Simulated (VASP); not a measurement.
# O2: relaxation of the atoms with LDA

System: O2, in a box.

```
CELL_PARAMETERS angstrom
9.00000 0.00000 0.00000
0.00000 9.50000 0.00000
0.00000 0.00000 10.00000
ATOMIC_POSITIONS crystal
O 0.50000 0.50000 0.43850
O 0.50000 0.50000 0.56150
```

```yaml
Program: VASP 6.6.1
Task: relaxation of the atoms
Functional: LDA
Potentials_or_basis: VASP PAW LDA potentials, release 64 (O)
Cutoff: 520 eV
k_mesh: 1 × 1 × 1
Occupations: fermi-dirac, width 0.05 eV
Spin: collinear spin, ferromagnetic start
Starting_moments: "[1.0, 1.0] μB"
Dipole_correction: no
Further_INCAR_settings: ALGO = Normal; EDIFF = 1e-06; IBRION = 2; EDIFFG = -0.02; NSW = 60
```

```yaml
Energy_gained_by_relaxing: 1.5 meV/atom
Ionic_steps: 3
Largest_force_after_relaxing: 0.009 eV/Å
Gap_between_the_frontier_levels: 1.97 eV
Net_moment: 2.00 μB per cell
Site_moments: O +0.81 μB
Valence_electrons_inside_the_program's_atomic_spheres: O 4.89
```

Forces on the atoms (eV/Å):
```
O    0.000  0.000 -0.009
O    0.000  0.000  0.009
```

The path:
| step | energy change (eV) | largest force (eV/Å) | pressure (GPa) |
| --- | --- | --- | --- |
| 1 | 0.0000 | 0.6764 | -0.06 |
| 2 | 0.1392 | 5.4266 | 0.38 |
| 3 | -0.0031 | 0.0087 | -0.01 |

Final structure:
```
O
1.0
     9.00000    0.00000    0.00000
     0.00000    9.50000    0.00000
     0.00000    0.00000   10.00000
O
2
Direct
  0.50000 0.50000 0.43896
  0.50000 0.50000 0.56104
```

Levels at points of the mesh, in eV from the valence-band top:
Spin up:
| k point | band 3 | band 4 | band 5 | band 6 | band 7 | band 8 | band 9 | band 10 | band 11 |
| --- | --- | --- | --- | --- | --- | --- | --- | --- | --- |
| (0.00, 0.00, 0.00) | -6.74 | -6.61 | -6.61 | 0.00 | 0.00 | 6.61 | 7.80 | 8.10 | 8.18 |
Spin down:
| k point | band 2 | band 3 | band 4 | band 5 | band 6 | band 7 | band 8 | band 9 |
| --- | --- | --- | --- | --- | --- | --- | --- | --- |
| (0.00, 0.00, 0.00) | -11.73 | -5.65 | -4.96 | -4.96 | 1.97 | 1.97 | 6.65 | 7.94 |

Run time: 100 s on 1 thread of Intel(R) Xeon(R) Platinum 8259CL CPU @ 2.50GHz (Skylake/Cascade Lake), on a shared host, peak memory 0.64 GiB.

Caveat: the standard files for N, O and F lose accuracy on very short bonds.
